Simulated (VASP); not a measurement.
# SnO (P1) in VASP: further runs

The runs below take SnO through single point, with r2SCAN.

Everything below comes from runs of VASP 6.6.1. Logs are shortened: lines on timing, memory, paths and dates and some standing lists are left out, and cuts for length are marked.

## 1. The cell of the first run

The typed cell holds 4 atoms: a = 3.355 Å, b = 5.674 Å, c = 4.222 Å, α = 90.00°, β = 90.00°, γ = 90.00°.

## 2. Single point, r2SCAN (all Sn atoms moved -0.500 Å, as atom 1 along Cartesian [1 1 1])

POSCAR

```
SnO
1.0
    3.3550050000      0.0000000000      0.0000000000
    0.0000000000      5.6741040000      0.0000000000
    0.0000000000      0.0000000000      4.2219700000
Sn O
2 2
Direct
   -0.0860431310      0.1810331023      0.4447694889
    0.4139568690      0.7172151023     -0.0552305111
    0.0000000000      0.8912500000      0.7368570000
    0.5000000000      0.1087500000      0.2368570000
```

INCAR.step1

```
SYSTEM = SnO
PREC = Accurate
ENCUT = 520
ISMEAR = 0
SIGMA = 0.05
LREAL = .False.
LASPH = .True.
NELM = 80
NBANDS = 28
GGA = PE
ALGO = Normal
EDIFF = 1E-4
LWAVE = .True.
LCHARG = .False.
```

INCAR.step2

```
SYSTEM = SnO
PREC = Accurate
ENCUT = 520
EDIFF = 1E-6
ISMEAR = 0
SIGMA = 0.05
LREAL = .False.
LASPH = .True.
NELM = 80
ALGO = Normal
ISIF = 2
LWAVE = .False.
LCHARG = .False.
METAGGA = R2SCAN
LMIXTAU = .True.
NBANDS = 28
ISTART = 1
```

KPOINTS

```
Automatic mesh
0
Gamma
  8 6 6
  0 0 0
```

Potentials or basis: VASP PAW PBE potentials, release 64 (Sn_d, O).

Started as:

```sh
cat potpaw_PBE.64/Sn_d/POTCAR potpaw_PBE.64/O/POTCAR > POTCAR
cp INCAR.step1 INCAR
mpirun -np 1 vasp_std > vasp.out
cp INCAR.step2 INCAR
mpirun -np 1 vasp_std > vasp.out
```

OUTCAR:

```text
SYSTEM = SnO
   PREC = Accurate
   ENCUT = 520
   EDIFF = 1E-6
   ISMEAR = 0
   LREAL = .False.
   LASPH = .True.
   NELM = 80
   ISIF = 2
   METAGGA = R2SCAN
   ISTART = 1

 ion  position               nearest neighbor table
   1  0.914  0.181  0.445-   4 1.69   3 2.08   4 2.19
   2  0.414  0.717  0.945-   3 1.92   3 2.37   4 2.56
   3  0.000  0.891  0.737-   2 1.92   1 2.08   2 2.37
   4  0.500  0.109  0.237-   1 1.69   1 2.19   2 2.56

  LATTYP: Found a simple orthorhombic cell.
 ALAT       =     3.3550050000
 B/A-ratio  =     1.2584094510
 C/A-ratio  =     1.6912356315

  Lattice vectors:

 A1 = (  -3.3550050000,   0.0000000000,   0.0000000000)
 A2 = (   0.0000000000,   0.0000000000,   4.2219700000)
 A3 = (   0.0000000000,   5.6741040000,   0.0000000000)

Analysis of symmetry for initial positions (statically):
=====================================================================
 Subroutine PRICEL returns:
 Original cell was already a primitive cell.

 Routine SETGRP: Setting up the symmetry group for a
 simple orthorhombic supercell.

 Subroutine GETGRP returns: Found  1 space group operations
 (whereof  1 operations were pure point group operations)
 out of a pool of  8 trial point group operations.

The static configuration has the point symmetry C_1 .

Analysis of symmetry for dynamics (positions and initial velocities):
=====================================================================
 Subroutine PRICEL returns:
 Original cell was already a primitive cell.

 Routine SETGRP: Setting up the symmetry group for a
 simple orthorhombic supercell.

 Subroutine GETGRP returns: Found  1 space group operations
 (whereof  1 operations were pure point group operations)
 out of a pool of  8 trial point group operations.

The dynamic configuration has the point symmetry C_1 .

 Subroutine INISYM returns: Found  1 space group operations
 (whereof  1 operations are pure point group operations),
 and found     1 'primitive' translations

----------------------------------------------------------------------------------------

                                     Primitive cell

  volume of cell :      80.3722

  direct lattice vectors                    reciprocal lattice vectors
     3.355005000  0.000000000  0.000000000     0.298062149  0.000000000  0.000000000
     0.000000000  5.674104000  0.000000000     0.000000000  0.176239279  0.000000000
     0.000000000  0.000000000  4.221970000     0.000000000  0.000000000  0.236856254

  length of vectors
     3.355005000  5.674104000  4.221970000     0.298062149  0.176239279  0.236856254

  position of ions in fractional coordinates (direct lattice)
     0.913956869  0.181033102  0.444769489
     0.413956869  0.717215102  0.944769489
     0.000000000  0.891250000  0.736857000
     0.500000000  0.108750000  0.236857000

  ion indices of the primitive-cell ions
   primitive index   ion index
                 1           1
                 2           2
                 3           3
                 4           4

----------------------------------------------------------------------------------------

 KPOINTS: Automatic mesh

Automatic generation of k-mesh.
 Grid dimensions read from file:
 generate k-points for:    8    6    6

 Generating k-lattice:

  Cartesian coordinates                     Fractional coordinates (reciprocal lattice)
     0.037257769  0.000000000  0.000000000     0.125000000  0.000000000  0.000000000
     0.000000000  0.029373213  0.000000000     0.000000000  0.166666667  0.000000000
     0.000000000  0.000000000  0.039476042     0.000000000  0.000000000  0.166666667

  Length of vectors
     0.037257769  0.029373213  0.039476042

  Shift w.r.t. Gamma in fractional coordinates (k-lattice)
     0.000000000  0.000000000  0.000000000

 Subroutine IBZKPT returns following result:
 ===========================================

 Found    148 irreducible k-points:

 Following reciprocal coordinates:
            Coordinates               Weight
  0.000000  0.000000  0.000000      1.000000
  0.125000  0.000000  0.000000      2.000000
  0.250000  0.000000  0.000000      2.000000
  0.375000  0.000000  0.000000      2.000000
  0.500000  0.000000  0.000000      1.000000
  0.000000  0.166667  0.000000      2.000000
[... 16 lines left out ...]
  0.125000  0.500000  0.000000      2.000000
  0.250000  0.500000  0.000000      2.000000
 [... further k-points ...]
   k-points           NKPTS =    148   k-points in BZ     NKDIM =    148   number of bands    NBANDS=     28
   number of dos      NEDOS =    301   number of ions     NIONS =      4
   total plane-waves  NPLWV =  37632
   dimension x,y,z NGX =    28 NGY =   42 NGZ =   32
   dimension x,y,z NGXF=    56 NGYF=   84 NGZF=   64
   ions per type =               2   2
   NGX,Y,Z   is equivalent  to a cutoff of  13.87, 12.31, 12.60 a.u.
   NGXF,Y,Z  is equivalent  to a cutoff of  27.75, 24.61, 25.20 a.u.
 SYSTEM =  SnO
   PREC   = accura    normal or accurate (medium, high low for compatibility)
   ISTART =      1    job   : 0-new  1-cont  2-samecut
   ICHARG =      0    charge: 1-file 2-atom 10-const
   ISPIN  =      1    spin polarized calculation?
   LNONCOLLINEAR =      F non collinear calculations
   LSORBIT =      F    spin-orbit coupling
   LASPH  =      T    aspherical Exc in radial PAW
   ENCUT  =  520.0 eV  38.22 Ry    6.18 a.u.   6.24 10.55  7.85*2*pi/ulx,y,z
   NELM   =     80;   NELMIN=  2; NELMDL=  0     # of ELM steps
   EDIFF  = 0.1E-05   stopping-criterion for ELM
   LREAL  =      F    real-space projection
   EDIFFG = 0.1E-04   stopping-criterion for IOM
   NSW    =      0    number of steps for IOM
   IBRION =     -1    ionic relax: 0-MD 1-quasi-New 2-CG
   NFREE  =      0    steps in history (QN), initial steepest desc. (CG)
   ISIF   =      2    stress and relaxation
   ISYM   =      2    0-nonsym 1-usesym 2-fastsym
   POTIM  = 0.5000    time-step for ionic-motion
   TEBEG  =    0.0;   TEEND  =   0.0 temperature during run
   PSTRESS=    0.0 pullay stress
   NELECT =      40.0000    total number of electrons
   NUPDOWN=      -1.0000    fix difference up-down
   EMIN   =  10.00;   EMAX   =-10.00  energy-range for DOS
   EFERMI =   0.00;   METHOD = LEGACY
   ISMEAR =     0;   SIGMA  =   0.05  broadening in eV -4-tet -1-fermi 0-gaus
   EFERMI_NEDOS =   21; number of points for ismear=-14 and -15
   IALGO  =     38    algorithm
   IMIX   =      4    mixing-type and parameters
     AMIX     =   0.40;   BMIX     =  1.00
     AMIX_MAG =   1.60;   BMIX_MAG =  1.00
  volume/ion in A,a.u.               =      20.09       135.59
  Fermi-wavevector in a.u.,A,eV,Ry     =   1.297357  2.451650 22.900458  1.683136
  Thomas-Fermi vector in A             =   2.428755
   LORBIT       =      0    0 simple, 1 ext, 2 COOP (PROOUT), +10 PAW based schemes
   METAGGA = R2SCAN    functional components
   LHFCALC =     F    Hartree Fock is set to
   AEXX    =    0.0000 exact exchange contribution
   IVDW    =     0    specifies the selected vdW correction
   LEPSILON=     F    determine dielectric tensor
   LRPA    =     F    only Hartree local field effects (RPA)
 non-spin polarized calculation
 Gauss-broadening in eV      SIGMA  =   0.05
  energy-cutoff  :      520.00
  volume of cell :       80.37
 maximum number of plane-waves:      2178
 NGX is ok and might be reduce to    28
   NGX = 13   NGY = 21   NGZ = 15

 number of electron      40.0000003 magnetization

 Free energy of the ion-electron system (eV)
  ---------------------------------------------------
  ext. energy  EPLUGINS =         0.00000000
  ---------------------------------------------------
  free energy    TOTEN  =       -64.06741924 eV

  energy without entropy =      -64.06741924  energy(sigma->0) =      -64.06741924

 E-fermi :   5.5257     XC(G=0): -10.0862

 val. band max:        5.2510888285   @ k =   0.1250   0.0000   0.0000
 cond. band min:       6.3742482231   @ k =   0.0000   0.5000   0.3333
 fundamental gap:      1.1231593947
 Fermi energy:         5.5257053024

 k-point     1 :       0.0000    0.0000    0.0000
  band No.  band energies     occupation
      1     -18.4218      2.00000
      2     -17.7157      2.00000
      3     -17.1464      2.00000
      4     -17.1131      2.00000
      5     -17.0231      2.00000
      6     -16.9750      2.00000
[... 20 lines left out ...]
     27      14.2541      0.00000
     28      15.5904      0.00000

 k-point     2 :       0.1250    0.0000    0.0000
  band No.  band energies     occupation
      1     -18.4105      2.00000
      2     -17.7327      2.00000
      3     -17.1483      2.00000
      4     -17.1162      2.00000
      5     -17.0178      2.00000
      6     -16.9743      2.00000
[... 20 lines left out ...]
     27      13.8843      0.00000
     28      15.4396      0.00000

 k-point     3 :       0.2500    0.0000    0.0000
  band No.  band energies     occupation
      1     -18.3903      2.00000
      2     -17.7831      2.00000
      3     -17.1432      2.00000
      4     -17.1239      2.00000
      5     -17.0075      2.00000
      6     -16.9621      2.00000
[... 20 lines left out ...]
     27      13.4680      0.00000
     28      15.1701      0.00000

 k-point     4 :       0.3750    0.0000    0.0000
  band No.  band energies     occupation
      1     -18.3796      2.00000
      2     -17.8410      2.00000
      3     -17.1446      2.00000
      4     -17.1198      2.00000
      5     -17.0037      2.00000
      6     -16.9316      2.00000
[... 578 lines left out ...]
     27      15.5129      0.00000
     28      16.0369      0.00000

 k-point    23 :       0.1250    0.5000    0.0000
  band No.  band energies     occupation
      1     -18.4098      2.00000
      2     -17.7311      2.00000
      3     -17.1486      2.00000
      4     -17.1165      2.00000
      5     -17.0166      2.00000
      6     -16.9735      2.00000
[... 20 lines left out ...]
     27      15.1671      0.00000
     28      15.5790      0.00000

 k-point    24 :       0.2500    0.5000    0.0000
  band No.  band energies     occupation
      1     -18.3901      2.00000
      2     -17.7839      2.00000
      3     -17.1431      2.00000
      4     -17.1241      2.00000
      5     -17.0070      2.00000
      6     -16.9616      2.00000
[... 20 lines left out ...]
     27      13.9868      0.00000
     28      15.4206      0.00000

 [... further k-points ...]

------------------------ aborting loop because EDIFF is reached ----------------------------------------

  FORCE on cell =-STRESS in cart. coord.  units (eV):
  Direction    XX          YY          ZZ          XY          YZ          ZX
  --------------------------------------------------------------------------------------
  -------------------------------------------------------------------------------------
  Total       13.9172064      2.3674276      6.3103617      1.6400516      0.6953495      9.1840319
  in kB      277.4323143     47.1934460    125.7937986     32.6935808     13.8614325    183.0789266
  external PRESSURE =     150.1398530 kB  Pullay stress =       0.0000000 kB

 VOLUME and BASIS-vectors are now :
 -----------------------------------------------------------------------------
  energy-cutoff  :      520.00
  volume of cell :       80.37
      direct lattice vectors                 reciprocal lattice vectors
     3.355005000  0.000000000  0.000000000     0.298062149  0.000000000  0.000000000
     0.000000000  5.674104000  0.000000000     0.000000000  0.176239279  0.000000000
     0.000000000  0.000000000  4.221970000     0.000000000  0.000000000  0.236856254

 POSITION                                       TOTAL-FORCE (eV/Angst)
 -----------------------------------------------------------------------------------
      3.06633      1.02720      1.87780         9.161587      5.031029      6.339108
      1.38883      4.06955      3.98879         2.058036     -0.608909      1.081378
      0.00000      5.05705      3.11099        -2.136202      0.148507     -0.991332
      1.67750      0.61706      1.00000        -9.083421     -4.570628     -6.429155
 -----------------------------------------------------------------------------------
    total drift:                               -0.000798     -0.006674      0.001846

  FREE ENERGIE OF THE ION-ELECTRON SYSTEM (eV)
  ---------------------------------------------------
  free  energy   TOTEN  =       -64.0674192424 eV

  energy  without entropy=      -64.0674192424  energy(sigma->0) =      -64.06741924
```

It took 9.5 min on 1 thread of AMD EPYC 9R45 (Zen 5), shared host; peak memory 0.35 GiB.

What came out:

| Quantity | Value |
| --- | --- |
| Free energy | -64.0674 eV |
| Pressure | 15.0 GPa |
| Largest force | 12.224 eV/Å |
| Band gap on the k mesh | 1.12 eV (least direct gap 1.39 eV) |

Forces on the atoms (eV/Å):
```
Sn   9.162  5.031  6.339
Sn   2.058 -0.609  1.081
O   -2.136  0.149 -0.991
O   -9.083 -4.571 -6.429
```

Levels at points of the mesh, in eV from the valence-band top:
| k point | band 18 | band 19 | band 20 | band 21 | band 22 | band 23 |
| --- | --- | --- | --- | --- | --- | --- |
| (0.00, 0.00, 0.00) | -4.00 | -3.16 | -0.02 | 1.81 | 2.87 | 5.10 |
| (0.50, 0.00, 0.00) | -3.77 | -2.44 | -1.03 | 2.30 | 3.70 | 4.34 |
| (0.00, 0.50, 0.00) | -3.94 | -2.74 | -1.71 | 2.74 | 3.71 | 3.84 |
| (0.50, 0.50, 0.00) | -3.78 | -2.26 | -0.60 | 1.47 | 2.56 | 5.70 |
| (0.00, 0.00, 0.50) | -4.26 | -2.73 | -1.46 | 1.85 | 2.35 | 4.40 |
| (0.50, 0.00, 0.50) | -3.87 | -2.28 | -0.54 | 1.37 | 1.56 | 4.81 |
| (0.00, 0.50, 0.50) | -3.96 | -2.76 | -0.98 | 1.13 | 2.02 | 4.60 |
| (0.50, 0.50, 0.50) | -4.07 | -1.72 | -0.08 | 1.70 | 2.13 | 4.41 |

Caveat: the cell differs from its parent crystal (all Sn atoms moved -0.500 Å, as atom 1 along Cartesian [1 1 1]); the cell stands under pressure; the PAW data sets were made with another functional, which shifts forces and pressure a little; spin-orbit coupling is left out, which moves the levels of the heavy elements. A k mesh can miss the band edges.

## 3. Single point, r2SCAN (all Sn atoms moved +0.375 Å, as atom 1 along Cartesian [1 1 1])

Changes to POSCAR since step 2:

```diff
@@ -8,4 +8,4 @@
 Direct
-   -0.0860431310      0.1810331023      0.4447694889
-    0.4139568690      0.7172151023     -0.0552305111
+    0.0645323482      0.2700659233      0.5644248833
+    0.5645323482      0.8062479233      0.0644248833
     0.0000000000      0.8912500000      0.7368570000
```

INCAR.step1

```
SYSTEM = SnO
ALGO     = Normal         ! electronic algorithm
EDIFF    = 1E-4           ! SCF threshold, eV
ENCUT    = 520            ! plane-wave cutoff, eV
GGA      = PE             ! functional
ISMEAR   = 0              ! smearing method
LASPH    = .TRUE.         ! aspherical terms in the spheres
LCHARG   = .FALSE.        ! write CHGCAR
LREAL    = .FALSE.        ! projectors in reciprocal space
LWAVE    = .TRUE.         ! write WAVECAR
NBANDS   = 28             ! bands
NELM     = 60             ! most SCF steps
PREC     = Accurate       ! precision mode
SIGMA    = 0.05           ! smearing width, eV
```

INCAR.step2

```
SYSTEM = SnO
ALGO     = Normal         ! electronic algorithm
EDIFF    = 1E-6           ! SCF threshold, eV
ENCUT    = 520            ! plane-wave cutoff, eV
ISIF     = 2              ! what is computed and relaxed
ISMEAR   = 0              ! smearing method
ISTART   = 1            
LASPH    = .TRUE.         ! aspherical terms in the spheres
LCHARG   = .FALSE.        ! write CHGCAR
LMIXTAU  = .TRUE.       
LREAL    = .FALSE.        ! projectors in reciprocal space
LWAVE    = .FALSE.        ! write WAVECAR
METAGGA  = R2SCAN         ! meta-GGA
NBANDS   = 28             ! bands
NELM     = 60             ! most SCF steps
PREC     = Accurate       ! precision mode
SIGMA    = 0.05           ! smearing width, eV
```

KPOINTS

```
k-points
0
G
  8 6 6
  0 0 0
```

Potentials or basis: VASP PAW PBE potentials, release 64 (Sn_d, O).

Started as:

```sh
cat potpaw_PBE.64/Sn_d/POTCAR potpaw_PBE.64/O/POTCAR > POTCAR
cp INCAR.step1 INCAR
mpirun -np 1 vasp_std > vasp.out
cp INCAR.step2 INCAR
mpirun -np 1 vasp_std > vasp.out
```

Wall time 10 min (1 thread of AMD EPYC 9R45 (Zen 5), shared host); peak memory 0.35 GiB.

Results (log left out):

```yaml
Free_energy: -65.6170 eV
Pressure: -1.4 GPa
Largest_force: 4.734 eV/Å
Band_gap_on_the_k_mesh: 1.00 eV (least direct gap 1.11 eV)
```

Forces in eV/Å, atoms in the order of the input:
```
Sn  -0.153 -2.114 -0.796
Sn  -0.391 -3.420 -1.547
O    0.772  1.288  0.261
O   -0.228  4.245  2.082
```

Stress tensor (GPa, compression positive):
```
-4.13 -0.90 -1.90
-0.90  4.03  3.79
-1.90  3.79 -4.17
```

Levels at points of the mesh, in eV from the valence-band top:
```csv
k point,band 16,band 17,band 18,band 19,band 20,band 21,band 22,band 23,band 24,band 25
"(0.00, 0.00, 0.00)",-3.78,-3.43,-2.27,-1.92,-0.16,3.05,3.75,6.08,6.70,7.86
"(0.50, 0.00, 0.00)",-3.85,-2.93,-2.43,-2.03,-0.71,1.63,2.85,5.13,6.32,7.00
"(0.00, 0.50, 0.00)",-3.84,-3.40,-2.12,-1.65,-1.39,3.33,4.25,5.34,6.13,6.98
"(0.50, 0.50, 0.00)",-3.84,-2.98,-2.54,-1.44,-0.51,1.32,2.34,5.42,6.11,7.16
"(0.00, 0.00, 0.50)",-3.39,-3.01,-2.51,-2.21,-1.18,2.81,3.57,5.23,6.54,7.42
"(0.50, 0.00, 0.50)",-3.70,-3.45,-2.92,-1.76,-0.59,1.45,2.55,4.22,5.52,6.82
"(0.00, 0.50, 0.50)",-3.06,-2.69,-2.47,-2.18,-0.89,1.84,2.56,6.04,7.16,8.13
"(0.50, 0.50, 0.50)",-4.05,-3.63,-3.10,-0.89,0.00,1.40,2.49,4.37,5.65,5.85
```

Caveat: the cell differs from its parent crystal (all Sn atoms moved +0.375 Å, as atom 1 along Cartesian [1 1 1]); the PAW data sets were made with another functional, which shifts forces and pressure a little; spin-orbit coupling is left out, which moves the levels of the heavy elements. A k mesh can miss the band edges.

(Continued in part 2 of 2.)
